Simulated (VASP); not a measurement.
# Si16HC16 (a cell with a defect) in VASP: single point with PBE

Aim: the single point of Si16HC16 (a cell with a defect) with PBE.

All numbers are computed with VASP 6.6.1; they aren't measurements. Logs are shortened: lines on timing, memory, paths and dates and some standing lists are left out, and cuts for length are marked.

## 1. The cell of the first run

The cell holds a defect, 33 atoms: a = 7.586 Å, b = 7.586 Å, c = 7.586 Å, α = 109.47°, β = 109.47°, γ = 109.47°.

## 2. Single point, PBE

Contents of INCAR:

```
ALGO = Normal
EDIFF = 1E-6
ENCUT = 520
GGA = PE
GGA_COMPAT = False
ISIF = 2
ISMEAR = -1
LASPH = True
LCHARG = False
LREAL = Auto
LWAVE = False
NBANDS = 86
NELECT = 130.0
NELM = 120
PREC = Accurate
SIGMA = 0.01
```

Contents of KPOINTS:

```
k-points
0
Gamma
  1 1 1
```

Contents of POSCAR:

```
Si16HC16
1.0
   -4.3797050000      4.3797050000     -4.3797050000
    4.3797050000      4.3797050000      4.3797050000
    4.3797050000     -4.3797050000     -4.3797050000
Si C H
16 16 1
Direct
   -0.0042643283     -0.0007328119      0.7485826100
   -0.0006288095      0.2486771369      0.4983320794
   -0.0947445090      0.4965812766      0.2457068456
   -0.0007477673      0.7489773855     -0.0020882685
    0.2471589982     -0.0032058095      0.4936321054
    0.2523861767      0.2365764361      0.2458850539
    0.2517529149      0.4963709885     -0.0135180337
    0.2471649346      0.7442995590      0.7462445530
    0.4930243019     -0.0065083151      0.2457824214
    0.4943649173      0.2470238292     -0.0036406562
    0.4929104814      0.4964716802      0.7431050721
    0.5114783987      0.7558359524      0.5053513878
    0.7468698234     -0.0038394138     -0.0067294487
    0.7466554254      0.2438365141      0.7452968864
    0.7438361716      0.4964664287      0.4952323273
    0.7438352583      0.7459414504      0.2458045690
   -0.0028727962     -0.0025067898     -0.0025168362
   -0.0030377617      0.2481203643      0.7467613686
   -0.0040870333      0.4965659788      0.5030232630
   -0.0041107792      0.7537221114      0.2457497708
    0.2453639001     -0.0041974288      0.7451967655
    0.2454569429      0.2457885862      0.4941742652
    0.2860279402      0.4959827203      0.2460809575
    0.2453107001      0.7447046091     -0.0048379971
    0.4959717607     -0.0047223500      0.4964004425
    0.4985469341      0.2414960597      0.2457966918
    0.4981111742      0.4965330998     -0.0088018485
    0.4960648035      0.7471474677      0.7448563316
    0.7461447746     -0.0029055610      0.2457984042
    0.7386230351      0.2392954548     -0.0115223514
    0.7458843689      0.4964023833      0.7463834893
    0.7529961493      0.7512571052      0.5005249212
    0.1422728243      0.4935713707      0.2476340301
```

Potentials or basis: VASP PAW PBE potentials, release 64 (Si, C, H).

Launch:

```console
$ cat potpaw_PBE.64/Si/POTCAR potpaw_PBE.64/C/POTCAR potpaw_PBE.64/H/POTCAR > POTCAR
$ mpirun -np 1 vasp_gam > vasp.out
```

OUTCAR:

```text
EDIFF = 1E-6
   ENCUT = 520
   GGA = PE
   ISIF = 2
   ISMEAR = -1
   LASPH = True
   LREAL = Auto
   NELECT = 130.0
   NELM = 120
   PREC = Accurate

 ion  position               nearest neighbor table
   1  0.996  0.999  0.749-  32 1.87  17 1.89  18 1.89  21 1.91  12 3.00  13 3.06  14 3.06   7 3.08
                             6 3.08  10 3.09   4 3.09   2 3.09  16 3.11  15 3.11   5 3.14   8 3.14
   2  0.999  0.249  0.498-  19 1.88  22 1.88  18 1.89  29 1.92   7 3.02  11 3.06   8 3.07   1 3.09
                             5 3.10  14 3.10  16 3.11  15 3.12  13 3.13   6 3.13   9 3.14
   3  0.905  0.497  0.246-  33 1.80  20 1.84  30 1.84  19 1.84  16 2.57  10 2.57  15 2.57
   4  0.999  0.749  0.998-  20 1.88  24 1.88  17 1.89  31 1.92   6 3.02   9 3.06   5 3.07  13 3.09
                             8 3.09   1 3.09  15 3.11  16 3.12  14 3.13   7 3.13  11 3.14
   5  0.247  0.997  0.494-  20 1.88  25 1.88  22 1.89  21 1.92   6 3.02   9 3.06   4 3.07  14 3.09
                             2 3.10  11 3.10  10 3.11  16 3.12   8 3.13  12 3.13   1 3.14
   6  0.252  0.237  0.246-  26 1.86  22 1.88  17 1.88  23 1.90   9 3.00   5 3.02   4 3.02  15 3.05
                            10 3.05  11 3.08   1 3.08   2 3.13  13 3.13
   7  0.252  0.496  0.986-  27 1.86  18 1.88  24 1.88  23 1.90  11 3.00   2 3.02   8 3.02  10 3.05
                            16 3.05   1 3.08   9 3.08  14 3.13   4 3.13
   8  0.247  0.744  0.746-  19 1.88  28 1.88  24 1.89  21 1.92   7 3.02  11 3.06   2 3.07   9 3.09
                             4 3.09  13 3.10  10 3.11  15 3.12   5 3.13  12 3.13   1 3.14
   9  0.493  0.993  0.246-  26 1.87  24 1.89  25 1.89  29 1.91   6 3.00   5 3.06   4 3.06   7 3.08
                            12 3.08  16 3.09  14 3.09   8 3.09  10 3.12  15 3.12   2 3.14  13 3.14
  10  0.494  0.247  0.996-  30 1.89  26 1.90  27 1.90  21 1.90   3 2.57   6 3.05   7 3.05   1 3.09
                            15 3.09  16 3.09  11 3.11   8 3.11   5 3.11   9 3.12  14 3.12  13 3.12
  11  0.493  0.496  0.743-  27 1.87  22 1.89  28 1.89  31 1.91   7 3.00   2 3.06   8 3.06  12 3.08
                             6 3.08  15 3.09   5 3.10  13 3.10  16 3.11  10 3.11   4 3.14  14 3.14
  12  0.511  0.756  0.505-  32 1.86  28 1.88  25 1.88  23 1.90   1 3.00  13 3.02  14 3.02  15 3.05
[... 10 lines left out ...]
  18  0.997  0.248  0.747-   7 1.88  14 1.88   1 1.89   2 1.89
  19  0.996  0.497  0.503-   3 1.84   8 1.88   2 1.88  15 1.89
  20  0.996  0.754  0.246-   3 1.84   4 1.88   5 1.88  16 1.89
  21  0.245  0.996  0.745-  10 1.90   1 1.91   8 1.92   5 1.92
  22  0.245  0.246  0.494-   6 1.88   2 1.88  11 1.89   5 1.89
[... 8 lines left out ...]
  31  0.746  0.496  0.746-  15 1.90  11 1.91  14 1.92   4 1.92
  32  0.753  0.751  0.501-  12 1.86   1 1.87  16 1.90  15 1.90
  33  0.142  0.494  0.248-  23 1.09   3 1.80

  LATTYP: Found a body centered cubic cell.
 ALAT       =     8.7594100000

  Lattice vectors:

 A1 = (  -4.3797050000,   4.3797050000,  -4.3797050000)
 A2 = (   4.3797050000,   4.3797050000,   4.3797050000)
 A3 = (   4.3797050000,  -4.3797050000,  -4.3797050000)

Analysis of symmetry for initial positions (statically):
=====================================================================
 Subroutine PRICEL returns:
 Original cell was already a primitive cell.

 Routine SETGRP: Setting up the symmetry group for a
 body centered cubic supercell.

 Subroutine GETGRP returns: Found  1 space group operations
 (whereof  1 operations were pure point group operations)
 out of a pool of 48 trial point group operations.

The static configuration has the point symmetry C_1 .

Analysis of symmetry for dynamics (positions and initial velocities):
=====================================================================
 Subroutine PRICEL returns:
 Original cell was already a primitive cell.

 Routine SETGRP: Setting up the symmetry group for a
 body centered cubic supercell.

 Subroutine GETGRP returns: Found  1 space group operations
 (whereof  1 operations were pure point group operations)
 out of a pool of 48 trial point group operations.

The dynamic configuration has the point symmetry C_1 .

 Subroutine INISYM returns: Found  1 space group operations
 (whereof  1 operations are pure point group operations),
 and found     1 'primitive' translations

----------------------------------------------------------------------------------------

                                     Primitive cell

  volume of cell :     336.0428

  direct lattice vectors                    reciprocal lattice vectors
    -4.379705000  4.379705000 -4.379705000     0.000000000  0.114162940 -0.114162940
     4.379705000  4.379705000  4.379705000     0.114162940  0.114162940  0.000000000
     4.379705000 -4.379705000 -4.379705000     0.114162940  0.000000000 -0.114162940

  length of vectors
     7.585871582  7.585871582  7.585871582     0.161450778  0.161450778  0.161450778

  position of ions in fractional coordinates (direct lattice)
[... 74 lines left out ...]
Automatic generation of k-mesh.
 Grid dimensions read from file:
 generate k-points for:    1    1    1

 Generating k-lattice:

  Cartesian coordinates                     Fractional coordinates (reciprocal lattice)
     0.000000000  0.114162940 -0.114162940     1.000000000  0.000000000  0.000000000
     0.114162940  0.114162940  0.000000000     0.000000000  1.000000000  0.000000000
     0.114162940  0.000000000 -0.114162940     0.000000000  0.000000000  1.000000000

  Length of vectors
     0.161450778  0.161450778  0.161450778

  Shift w.r.t. Gamma in fractional coordinates (k-lattice)
     0.000000000  0.000000000  0.000000000

 Subroutine IBZKPT returns following result:
 ===========================================

 Found      1 irreducible k-points:

 Following reciprocal coordinates:
            Coordinates               Weight
  0.000000  0.000000  0.000000      1.000000
   k-points           NKPTS =      1   k-points in BZ     NKDIM =      1   number of bands    NBANDS=     86
   number of dos      NEDOS =    301   number of ions     NIONS =     33
   total plane-waves  NPLWV = 175616
   dimension x,y,z NGX =    56 NGY =   56 NGZ =   56
   dimension x,y,z NGXF=   112 NGYF=  112 NGZF=  112
   ions per type =              16  16   1
   NGX,Y,Z   is equivalent  to a cutoff of  12.27, 12.27, 12.27 a.u.
   NGXF,Y,Z  is equivalent  to a cutoff of  24.55, 24.55, 24.55 a.u.
 SYSTEM =  unknown system
   PREC   = accura    normal or accurate (medium, high low for compatibility)
   ISTART =      0    job   : 0-new  1-cont  2-samecut
   ICHARG =      2    charge: 1-file 2-atom 10-const
   ISPIN  =      1    spin polarized calculation?
   LNONCOLLINEAR =      F non collinear calculations
   LSORBIT =      F    spin-orbit coupling
   LASPH  =      T    aspherical Exc in radial PAW
   ENCUT  =  520.0 eV  38.22 Ry    6.18 a.u.  14.10 14.10 14.10*2*pi/ulx,y,z
   NELM   =    120;   NELMIN=  2; NELMDL= -5     # of ELM steps
   EDIFF  = 0.1E-05   stopping-criterion for ELM
   LREAL  =      T    real-space projection
   EDIFFG = 0.1E-04   stopping-criterion for IOM
   NSW    =      0    number of steps for IOM
   IBRION =     -1    ionic relax: 0-MD 1-quasi-New 2-CG
   NFREE  =      0    steps in history (QN), initial steepest desc. (CG)
   ISIF   =      2    stress and relaxation
   ISYM   =      2    0-nonsym 1-usesym 2-fastsym
   POTIM  = 0.5000    time-step for ionic-motion
   TEBEG  =    0.0;   TEEND  =   0.0 temperature during run
   PSTRESS=    0.0 pullay stress
   NELECT =     130.0000    total number of electrons
   NUPDOWN=      -1.0000    fix difference up-down
   EMIN   =  10.00;   EMAX   =-10.00  energy-range for DOS
   EFERMI =   0.00;   METHOD = LEGACY
   ISMEAR =    -1;   SIGMA  =   0.01  broadening in eV -4-tet -1-fermi 0-gaus
   EFERMI_NEDOS =   21; number of points for ismear=-14 and -15
   IALGO  =     38    algorithm
   IMIX   =      4    mixing-type and parameters
     AMIX     =   0.40;   BMIX     =  1.00
     AMIX_MAG =   1.60;   BMIX_MAG =  1.00
  volume/ion in A,a.u.               =      10.18        68.72
  Fermi-wavevector in a.u.,A,eV,Ry     =   1.192864  2.254187 19.360078  1.422926
  Thomas-Fermi vector in A             =   2.328892
   LORBIT       =      0    0 simple, 1 ext, 2 COOP (PROOUT), +10 PAW based schemes
   GGA     = PE    functional components
   LHFCALC =     F    Hartree Fock is set to
   AEXX    =    0.0000 exact exchange contribution
   IVDW    =     0    specifies the selected vdW correction
   LEPSILON=     F    determine dielectric tensor
   LRPA    =     F    only Hartree local field effects (RPA)
 non-spin polarized calculation
  energy-cutoff  :      520.00
  volume of cell :      336.04
 maximum number of plane-waves:      4475
   NGX = 29   NGY = 29   NGZ = 29

 number of electron     130.0000000 magnetization

 Free energy of the ion-electron system (eV)
  ---------------------------------------------------
  ext. energy  EPLUGINS =         0.00000000
  ---------------------------------------------------
  free energy    TOTEN  =      -230.26468317 eV

  energy without entropy =     -230.26468317  energy(sigma->0) =     -230.26468317

 E-fermi :   8.5833     XC(G=0): -11.3344

 val. band max:        8.3389721640   @ k =   0.0000   0.0000   0.0000
 cond. band min:       9.5786260414   @ k =   0.0000   0.0000   0.0000
 fundamental gap:      1.2396538774
 Fermi energy:         8.5833233184

 k-point     1 :       0.0000    0.0000    0.0000
  band No.  band energies     occupation
      1      -7.4585      2.00000
      2      -4.9015      2.00000
      3      -4.6728      2.00000
      4      -4.6203      2.00000
      5      -4.6190      2.00000
      6      -4.4959      2.00000
[... 69 lines left out ...]
     76      13.2904      0.00000
     77      13.3875      0.00000
 [bands above 77 left out]

------------------------ aborting loop because EDIFF is reached ----------------------------------------

  FORCE on cell =-STRESS in cart. coord.  units (eV):
  Direction    XX          YY          ZZ          XY          YZ          ZX
  --------------------------------------------------------------------------------------
  -------------------------------------------------------------------------------------
  Total       20.6466733     20.5885341     20.7001572     -4.7445230     -4.8065894      4.9167213
  in kB       98.4387520     98.1615572     98.6937515    -22.6208319    -22.9167505     23.4418351
  external PRESSURE =      98.4313536 kB  Pullay stress =       0.0000000 kB

 VOLUME and BASIS-vectors are now :
 -----------------------------------------------------------------------------
  energy-cutoff  :      520.00
  volume of cell :      336.04
      direct lattice vectors                 reciprocal lattice vectors
    -4.379705000  4.379705000 -4.379705000     0.000000000  0.114162940 -0.114162940
     4.379705000  4.379705000  4.379705000     0.114162940  0.114162940  0.000000000
     4.379705000 -4.379705000 -4.379705000     0.114162940  0.000000000 -0.114162940

 POSITION                                       TOTAL-FORCE (eV/Angst)
 -----------------------------------------------------------------------------------
      3.29404      5.45895     -3.26310        -0.000241     -0.001245      0.002174
     -1.10527      3.28354     -5.47037         0.002243      0.000682      0.000341
     -0.71375      5.06351     -2.86600        -0.013056      0.009313     -0.008798
      3.27443      3.28617     -5.46669         0.000930     -0.002275     -0.005866
      5.44514      3.28619      1.12122        -0.004175     -0.004317      0.003000
      1.00766      1.06461     -1.14615        -0.005509     -0.004126      0.006298
[... 25 lines left out ...]
      2.18453      4.39603     -2.19977        -0.003821     -0.005047      0.005786
      2.62315      1.70025      0.45402         0.032991     -0.024260      0.046449
 -----------------------------------------------------------------------------------
    total drift:                                0.083280      0.047134     -0.072253

  FREE ENERGIE OF THE ION-ELECTRON SYSTEM (eV)
  ---------------------------------------------------
  free  energy   TOTEN  =      -230.2646831721 eV

  energy  without entropy=     -230.2646831721  energy(sigma->0) =     -230.26468317
```

Wall time 65 s (1 thread of Intel Xeon Platinum 8375C at 2.90GHz (Ice Lake), shared host); peak memory 0.38 GiB.

What came out:

- Free energy: -230.2647 eV
- Largest force: 0.062 eV/Å

Forces in eV/Å, atoms in the order of the input:
```
Si   0.000 -0.001  0.002
Si   0.002  0.001  0.000
Si  -0.013  0.009 -0.009
Si   0.001 -0.002 -0.006
Si  -0.004 -0.004  0.003
Si  -0.006 -0.004  0.006
Si  -0.003 -0.006  0.006
Si  -0.004 -0.004  0.001
Si  -0.004 -0.001  0.004
Si  -0.007 -0.002 -0.003
Si  -0.001 -0.004  0.002
Si   0.001  0.000  0.001
Si   0.001  0.001  0.006
Si   0.001 -0.004 -0.005
Si  -0.004 -0.002 -0.003
Si  -0.004  0.003 -0.003
C    0.003  0.007 -0.007
C    0.006  0.001 -0.008
C   -0.003  0.001  0.005
C   -0.003 -0.005  0.002
C    0.007  0.008 -0.006
C    0.007  0.004 -0.002
C   -0.013  0.030 -0.022
C    0.005  0.002 -0.007
C    0.001  0.002 -0.004
C   -0.003  0.001  0.004
C   -0.002 -0.002 -0.002
C    0.005 -0.003 -0.002
C    0.005  0.003 -0.009
C   -0.005 -0.008  0.007
C    0.004  0.006 -0.007
C   -0.004 -0.005  0.006
H    0.033 -0.024  0.046
```

Caveat: the k points lie up to 1.01 Å⁻¹ apart; the cell carries a net charge on a neutralising background, which shifts energy and pressure; the cell is charged against a uniform background, so pressure and absolute levels hang on convention.
